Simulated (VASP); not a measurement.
Input of a VASP 6.6.1 run:

File INCAR:

```
  PREC = Accurate
  ENCUT = 520
  EDIFF = 1E-7
  ISMEAR = -1
  SIGMA = 0.08
  LREAL = False
  LASPH = True
  NELM = 60
  ALGO = Normal
  ISIF = 2
  LWAVE = False
  LCHARG = False
  GGA = CA
  NBANDS = 17
```

File KPOINTS:

```
regular mesh
0
Gamma
  11 11 11
```

POSCAR

```
SnSe
1.0
    0.0000000000      3.0536658424      3.0536658424
    3.0536658424      0.0000000000      3.0536658424
    3.0536658424      3.0536658424      0.0000000000
Sn Se
1 1
Direct
    0.0000000000      0.0000000000      0.0000000000
    0.2500000000      0.2500000000      0.2500000000
```

Potentials or basis: VASP PAW LDA potentials, release 64 (Sn_d, Se).

Command:

```bash
$ cat potpaw_LDA.64/Sn_d/POTCAR potpaw_LDA.64/Se/POTCAR > POTCAR
$ mpirun -np 1 vasp_std > vasp.out
```

Q: Estimate the pressure.

A: 11.5 GPa.

Q: Estimate the band gap on the k mesh.

A: Zero (band 10 reaches 5.96 eV, above the bottom of band 11 at 4.91 eV).

Caveat: spin-orbit coupling is left out, which moves the levels of the heavy elements.
